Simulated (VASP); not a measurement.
# SnS2 (Berndtite-2T) (P-3m1) in VASP: single point with PBE

Aim: the single point of SnS2 (Berndtite-2T) with PBE.

Everything below comes from runs of VASP 6.6.1. Logs are shortened: lines on timing, memory, paths and dates and some standing lists are left out, and cuts for length are marked.

## 1. The cell of the first run

Symmetry: P-3m1, No. 164, trigonal system. The conventional cell has a = 3.639 Å, b = 3.639 Å, c = 5.868 Å, α = 90.00°, β = 90.00°, γ = 120.00°. Sn (site symmetry -3m) has 6 S at 2.56 Å within 3.4 Å. S (site symmetry 3m) has 3 Sn at 2.56 Å within 3.4 Å.

## 2. Single point, PBE

The input, INCAR:

```
PREC = Accurate ; ENCUT = 500
EDIFF = 1E-6 ; ISMEAR = 0
SIGMA = 0.01 ; LREAL = F
LASPH = T ; NELM = 120
ALGO = Normal ; ISIF = 2
LWAVE = F ; LCHARG = F
GGA = PE ; NBANDS = 20
GGA_COMPAT = F
```

The input, KPOINTS:

```
regular mesh
0
Gamma
  6 6 2
```

The input, POSCAR:

```
SnS2
1.0
    3.6390000000      0.0000000000      0.0000000000
   -1.8195000000      3.1514664400      0.0000000000
    0.0000000000      0.0000000000      5.8680000000
Sn S
1 2
Direct
    0.0000000000      0.0000000000      0.0000000000
    0.3333333300      0.6666666700      0.2500000000
    0.6666666700      0.3333333300      0.7500000000
```

Potentials or basis: VASP PAW PBE potentials, release 64 (Sn_d, S).

Run with:

```sh
cat potpaw_PBE.64/Sn_d/POTCAR potpaw_PBE.64/S/POTCAR > POTCAR
mpirun -np 1 vasp_std > vasp.out
```

OUTCAR:

```text
PREC = Accurate
   ENCUT = 500
   EDIFF = 1E-6
   ISMEAR = 0
   LREAL = F
   LASPH = T
   NELM = 120
   ISIF = 2
   GGA = PE

 ion  position               nearest neighbor table
   1  0.000  0.000  0.000-   2 2.56   3 2.56   2 2.56   3 2.56   3 2.56   2 2.56
   2  0.333  0.667  0.250-   1 2.56   1 2.56   1 2.56
   3  0.667  0.333  0.750-   1 2.56   1 2.56   1 2.56

  LATTYP: Found a hexagonal cell.
 ALAT       =     3.6390000000
 C/A-ratio  =     1.6125309151

  Lattice vectors:

 A1 = (   3.6390000000,   0.0000000000,   0.0000000000)
 A2 = (  -1.8195000000,   3.1514664400,   0.0000000000)
 A3 = (   0.0000000000,   0.0000000000,   5.8680000000)

Analysis of symmetry for initial positions (statically):
=====================================================================
 Subroutine PRICEL returns:
 Original cell was already a primitive cell.

 Routine SETGRP: Setting up the symmetry group for a
 hexagonal supercell.

 Subroutine GETGRP returns: Found 12 space group operations
 (whereof 12 operations were pure point group operations)
 out of a pool of 24 trial point group operations.

The static configuration has the point symmetry D_3d.

Analysis of symmetry for dynamics (positions and initial velocities):
=====================================================================
 Subroutine PRICEL returns:
 Original cell was already a primitive cell.

 Routine SETGRP: Setting up the symmetry group for a
 hexagonal supercell.

 Subroutine GETGRP returns: Found 12 space group operations
 (whereof 12 operations were pure point group operations)
 out of a pool of 24 trial point group operations.

The dynamic configuration has the point symmetry D_3d.

 Subroutine INISYM returns: Found 12 space group operations
 (whereof 12 operations are pure point group operations),
 and found     1 'primitive' translations

----------------------------------------------------------------------------------------

                                     Primitive cell

  volume of cell :      67.2953

  direct lattice vectors                    reciprocal lattice vectors
     3.639000000  0.000000000  0.000000000     0.274800769  0.158656298  0.000000000
    -1.819500000  3.151466440  0.000000000     0.000000000  0.317312597  0.000000000
[... 71 lines left out ...]
   LNONCOLLINEAR =      F non collinear calculations
   LSORBIT =      F    spin-orbit coupling
   LASPH  =      T    aspherical Exc in radial PAW
   ENCUT  =  500.0 eV  36.75 Ry    6.06 a.u.   6.63  6.63 10.70*2*pi/ulx,y,z
   NELM   =    120;   NELMIN=  2; NELMDL= -5     # of ELM steps
   EDIFF  = 0.1E-05   stopping-criterion for ELM
   LREAL  =      F    real-space projection
   EDIFFG = 0.1E-04   stopping-criterion for IOM
   NSW    =      0    number of steps for IOM
   IBRION =     -1    ionic relax: 0-MD 1-quasi-New 2-CG
   NFREE  =      0    steps in history (QN), initial steepest desc. (CG)
   ISIF   =      2    stress and relaxation
   ISYM   =      2    0-nonsym 1-usesym 2-fastsym
   POTIM  = 0.5000    time-step for ionic-motion
   TEBEG  =    0.0;   TEEND  =   0.0 temperature during run
   PSTRESS=    0.0 pullay stress
   NELECT =      26.0000    total number of electrons
   NUPDOWN=      -1.0000    fix difference up-down
   EMIN   =  10.00;   EMAX   =-10.00  energy-range for DOS
   EFERMI =   0.00;   METHOD = LEGACY
   ISMEAR =     0;   SIGMA  =   0.01  broadening in eV -4-tet -1-fermi 0-gaus
   EFERMI_NEDOS =   21; number of points for ismear=-14 and -15
   IALGO  =     38    algorithm
   IMIX   =      4    mixing-type and parameters
     AMIX     =   0.40;   BMIX     =  1.00
     AMIX_MAG =   1.60;   BMIX_MAG =  1.00
  volume/ion in A,a.u.               =      22.43       151.38
  Fermi-wavevector in a.u.,A,eV,Ry     =   1.192352  2.253218 19.343434  1.421702
  Thomas-Fermi vector in A             =   2.328392
   LORBIT       =      0    0 simple, 1 ext, 2 COOP (PROOUT), +10 PAW based schemes
   GGA     = PE    functional components
   LHFCALC =     F    Hartree Fock is set to
   AEXX    =    0.0000 exact exchange contribution
   IVDW    =     0    specifies the selected vdW correction
   LEPSILON=     F    determine dielectric tensor
   LRPA    =     F    only Hartree local field effects (RPA)
 non-spin polarized calculation
 Gauss-broadening in eV      SIGMA  =   0.01
  energy-cutoff  :      500.00
  volume of cell :       67.30
 maximum number of plane-waves:      1737
 NGX is ok and might be reduce to    28
   NGX = 13   NGY = 13   NGZ = 21

 number of electron      26.0000007 magnetization

 Free energy of the ion-electron system (eV)
  ---------------------------------------------------
  ext. energy  EPLUGINS =         0.00000000
  ---------------------------------------------------
  free energy    TOTEN  =       -13.13879840 eV

  energy without entropy =      -13.13879840  energy(sigma->0) =      -13.13879840

 E-fermi :   4.9385     XC(G=0):  -9.6614

 val. band max:        4.7943352355   @ k =   0.0000   0.0000   0.0000
 cond. band min:       6.3115390057   @ k =   0.5000  -0.0000   0.5000
 fundamental gap:      1.5172037703
 Fermi energy:         4.9384795273

 k-point     1 :       0.0000    0.0000    0.0000
  band No.  band energies     occupation
      1     -16.1450      2.00000
      2     -16.1450      2.00000
      3     -16.1014      2.00000
      4     -16.0726      2.00000
      5     -16.0726      2.00000
      6      -9.0629      2.00000
[... 311 lines left out ...]
     19      14.4187      0.00000
     20      14.4786      0.00000

------------------------ aborting loop because EDIFF is reached ----------------------------------------

  FORCE on cell =-STRESS in cart. coord.  units (eV):
  Direction    XX          YY          ZZ          XY          YZ          ZX
  --------------------------------------------------------------------------------------
  -------------------------------------------------------------------------------------
  Total        1.8266600      1.8266600      1.5951408      0.0000000      0.0000000      0.0000000
  in kB       43.4894030     43.4894029     37.9773588      0.0000000      0.0000000      0.0000000
  external PRESSURE =      41.6520549 kB  Pullay stress =       0.0000000 kB

 VOLUME and BASIS-vectors are now :
 -----------------------------------------------------------------------------
  energy-cutoff  :      500.00
  volume of cell :       67.30
      direct lattice vectors                 reciprocal lattice vectors
     3.639000000  0.000000000  0.000000000     0.274800769  0.158656298  0.000000000
    -1.819500000  3.151466440  0.000000000     0.000000000  0.317312597  0.000000000
     0.000000000  0.000000000  5.868000000     0.000000000  0.000000000  0.170415815

 POSITION                                       TOTAL-FORCE (eV/Angst)
 -----------------------------------------------------------------------------------
      0.00000      0.00000      0.00000         0.000000      0.000000      0.000000
     -0.00000      2.10098      1.46700        -0.000000      0.000000      0.240897
      1.81950      1.05049      4.40100         0.000000      0.000000     -0.240897
 -----------------------------------------------------------------------------------
    total drift:                                0.000000      0.000000      0.000000

  FREE ENERGIE OF THE ION-ELECTRON SYSTEM (eV)
  ---------------------------------------------------
  free  energy   TOTEN  =       -13.1387983991 eV

  energy  without entropy=      -13.1387983991  energy(sigma->0) =      -13.13879840
```

OSZICAR:

```text
N       E                     dE             d eps       ncg     rms          rms(c)
DAV:   1     0.197304383279E+03    0.19730E+03   -0.12040E+04   588   0.150E+03
DAV:   2     0.994797356609E+01   -0.18736E+03   -0.17875E+03   596   0.393E+02
DAV:   3    -0.128280286418E+02   -0.22776E+02   -0.21648E+02   692   0.116E+02
DAV:   4    -0.136211796468E+02   -0.79315E+00   -0.79137E+00   664   0.224E+01
DAV:   5    -0.136459432817E+02   -0.24764E-01   -0.24761E-01   844   0.406E+00    0.890E+00
DAV:   6    -0.131653573320E+02    0.48059E+00   -0.94948E-01   836   0.106E+01    0.639E+00
DAV:   7    -0.131392187971E+02    0.26139E-01   -0.29793E-01   716   0.343E+00    0.206E+00
DAV:   8    -0.131383630767E+02    0.85572E-03   -0.28848E-02   760   0.167E+00    0.666E-01
DAV:   9    -0.131387586284E+02   -0.39555E-03   -0.27542E-03   664   0.393E-01    0.170E-01
DAV:  10    -0.131387460548E+02    0.12574E-04   -0.36291E-04   740   0.134E-01    0.757E-02
DAV:  11    -0.131387978888E+02   -0.51834E-04   -0.73420E-05   648   0.516E-02    0.212E-02
DAV:  12    -0.131387983991E+02   -0.51032E-06   -0.32530E-06   676   0.125E-02
   1 F= -.13138798E+02 E0= -.13138798E+02  d E =-.455222E-94
```

stdout:

```text
POSCAR found type information on POSCAR SnS
 POSCAR found :  2 types and       3 ions
 scaLAPACK will be used
 LDA part: xc-table for (Slater+PW92), standard interpolation
 POSCAR, INCAR and KPOINTS ok, starting setup
 FFT: planning ... GRIDC
 FFT: planning ... GRID_SOFT
 FFT: planning ... GRID
 WAVECAR not read
 entering main loop
```

It took 14 s on 1 thread of Intel Xeon 6975P-C, shared host; peak memory 0.18 GiB.

Results:

* Free energy: -13.1388 eV
* Pressure: 4.2 GPa
* Largest force: 0.241 eV/Å
* Band gap on the k mesh: 1.52 eV, indirect (least direct gap 2.01 eV)

Forces in eV/Å, atoms in the order of the input:
```
Sn   0.000  0.000  0.000
S    0.000  0.000  0.241
S    0.000  0.000 -0.241
```

Stress tensor (GPa, compression positive):
```
4.35 0.00 0.00
0.00 4.35 0.00
0.00 0.00 3.80
```

Caveat: the k points lie up to 0.54 Å⁻¹ apart; spin-orbit coupling is left out, which moves the levels of the heavy elements; this functional lacks dispersion, which binds the layers, so the pressure and a relaxed spacing across them are unreliable. A k mesh can miss the band edges.
